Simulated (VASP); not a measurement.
Wanted: the native input for a VASP 6.6.1 run.

| Item | Value |
| --- | --- |
| Task | single point |
| Functional | LDA |
| Potentials or basis | VASP PAW LDA potentials, release 64 (Zr_sv) |
| Cutoff | 520 eV |
| k mesh | 15 × 15 × 15 |
| Occupations | fermi-dirac, width 0.1 eV |
| Spin | no spin polarisation |
| Dipole correction | no |
| Further INCAR settings | ALGO = Normal; EDIFF = 1e-06; NBANDS = 19 |

The structure of Zr lies in POSCAR:

```
Zr
1.0
    0.0000000000      3.0270582747      3.0270582747
    3.0270582747      0.0000000000      3.0270582747
    3.0270582747      3.0270582747      0.0000000000
Zr
2
Direct
    0.1250000000      0.1250000000      0.1250000000
    0.8750000000      0.8750000000      0.8750000000
```

This isn't the form of Zr at room conditions, which is hcp.

One way to write it, as run:

INCAR

```
PREC     = Accurate       # precision mode
ENCUT    = 520            # plane-wave cutoff, eV
EDIFF    = 1E-6           # SCF threshold, eV
ISMEAR   = -1             # smearing method
SIGMA    = 0.1            # smearing width, eV
LREAL    = F              # projectors in reciprocal space
LASPH    = T              # aspherical terms in the spheres
NELM     = 80             # most SCF steps
ALGO     = Normal         # electronic algorithm
ISIF     = 2              # what is computed and relaxed
LWAVE    = F              # write WAVECAR
LCHARG   = F              # write CHGCAR
GGA      = CA             # functional
NBANDS   = 19             # bands
```

KPOINTS

```
Automatic mesh
0
Gamma
  15 15 15
```

Potentials or basis: VASP PAW LDA potentials, release 64 (Zr_sv).

The run is started by

```console
$ cat potpaw_LDA.64/Zr_sv/POTCAR > POTCAR
$ mpirun -np 1 vasp_std > vasp.out
```

Results of the run:

| Item | Value |
| --- | --- |
| Pressure | 0.1 GPa |
| Band gap on the k mesh | zero (bands 12 and 13 overlap by 0.32 eV) |

Run time: 62 s on 1 thread of Intel(R) Xeon(R) Platinum 8375C CPU @ 2.90GHz (Ice Lake), on a shared host, peak memory 0.22 GiB.
